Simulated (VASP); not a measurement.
A run of VASP 6.6.1 is set up as follows.

Contents of INCAR:

```
SYSTEM = Si6O11
  PREC = Accurate
  ENCUT = 520
  EDIFF = 1E-6
  ISMEAR = 0
  SIGMA = 0.05
  LREAL = Auto
  LASPH = .True.
  NELM = 60
  ALGO = Normal
  ISIF = 2
  LWAVE = .False.
  LCHARG = .False.
  GGA = PE
  IVDW = 12
  NBANDS = 59
  NELECT = 88.0
```

Contents of KPOINTS:

```
Automatic mesh
0
Gamma
  4 4 2
  0 0 0
```

The input POSCAR:

```
Si6O11
1.0
   -2.4573906087      4.2563253884      0.0000000000
    0.0000000000      0.0000000000      5.4210324304
    7.3721718262      4.2563253883      0.0000000000
Si O
6 11
Direct
    0.7669799462      0.6666666667      0.2330200538
    0.2669799462      0.6666666667      0.7330200538
    0.9660401075      0.3333333333      0.5000000000
    0.4660401075      0.3333333333      0.0000000000
    0.2669799462      0.0000000000      0.2669799462
    0.7669799462      0.0000000000      0.7669799462
    0.2730030153      0.2203350802      0.1370425925
    0.7730030153      0.2203350802      0.6370425925
    0.0690623811      0.8870017469      0.7949771961
    0.6579346037      0.5536684135      0.0679802114
    0.1579346037      0.5536684135      0.5679802114
    0.0690623811      0.7796649198      0.2050228039
    0.5690623811      0.7796649198      0.7050228039
    0.5316021409     -0.1359637434      0.3602896396
    0.6579346037      0.1129982531      0.9320197886
    0.7730030153      0.4463315865      0.3629574075
    0.2730030153      0.4463315865      0.8629574075
```

Potentials or basis: VASP PAW PBE potentials, release 64 (Si, O).

The run is started by

```console
$ cat potpaw_PBE.64/Si/POTCAR potpaw_PBE.64/O/POTCAR > POTCAR
$ mpirun -np 1 vasp_std > vasp.out
```

Q: What does it give for the largest force?

A: 3.741 eV/Å.

Q: Estimate the dispersion energy per atom.

A: -0.142 eV.

Forces in eV/Å, atoms in the order of the input:
```
Si   1.238 -1.433  0.431
Si   0.936  1.339  0.172
Si   2.489 -0.660  2.714
Si  -1.624 -0.351  0.585
Si  -2.325  1.079 -1.612
Si   0.974  0.340 -1.159
O    2.277  0.575 -1.205
O   -1.680  0.024  0.058
O   -0.376 -0.121  0.013
O    0.853  0.745  1.024
O   -1.212 -0.998 -1.255
O    0.889  0.010  1.164
O   -0.169 -0.067  0.039
O   -2.655 -1.305  0.449
O    0.325  0.048  0.215
O   -0.034  0.762 -1.455
O    0.092  0.012 -0.179
```

Caveat: the k points lie up to 0.37 Å⁻¹ apart; the cell carries a net charge on a neutralising background, which shifts energy and pressure; the cell differs from its parent crystal (atoms taken out, atom 14 moved 0.875 of the way to it and +0.500 Å across, host rigid).
